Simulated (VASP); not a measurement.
A run of VASP 6.6.1:

The input INCAR:

```
SYSTEM = Ti12H
PREC = Accurate
ENCUT = 520
EDIFF = 1E-6
ISMEAR = 0
SIGMA = 0.1
LREAL = .FALSE.
LASPH = .TRUE.
NELM = 100
ALGO = Normal
ISIF = 2
LWAVE = .FALSE.
LCHARG = .FALSE.
LDIPOL = .TRUE.
IDIPOL = 3
DIPOL = 0.5 0.5 0.466
GGA = CA
NBANDS = 84
```

KPOINTS

```
regular mesh
0
G
  6 6 1
  0 0 0
```

The input POSCAR:

```
Ti12H
1.0
    5.7279457226      0.0000000000      0.0000000000
   -2.8639728613      4.9605465073      0.0000000000
    0.0000000000      0.0000000000     23.5347341919
Ti H
12 1
Direct
    0.1666666667      0.3333333333      0.3611683026
    0.1666666667      0.8333333333      0.3611683026
    0.6666666667      0.3333333333      0.3611683026
    0.6666666667      0.8333333333      0.3611683026
    0.3372938950      0.1627061050      0.4514212730
    0.3372938950      0.6745877899      0.4514212730
    0.8254122101      0.1627061050      0.4514212730
    0.8333333333      0.6666666667      0.4551451516
    0.1666666667      0.3333333333      0.5434924395
    0.1681017688      0.8340508844      0.5477457977
    0.6659491156      0.3318982312      0.5477457977
    0.6659491156      0.8340508844      0.5477457977
    0.1666666667      0.3333333333      0.6197500846
```

Potentials or basis: VASP PAW LDA potentials, release 64 (Ti_sv, H).

Command:

```bash
$ cat potpaw_LDA.64/Ti_sv/POTCAR potpaw_LDA.64/H/POTCAR > POTCAR
$ mpirun -np 1 vasp_std > vasp.out
```

Hardware: 1 thread of Intel(R) Xeon(R) Platinum 8488C (Sapphire Rapids) (shared host).

Q: How long does it take, and how much memory?

A: Wall time 21 min on 1 thread of Intel(R) Xeon(R) Platinum 8488C (Sapphire Rapids) (shared host), peak memory 0.71 GiB. Counts: scf iterations 36, k points 7.
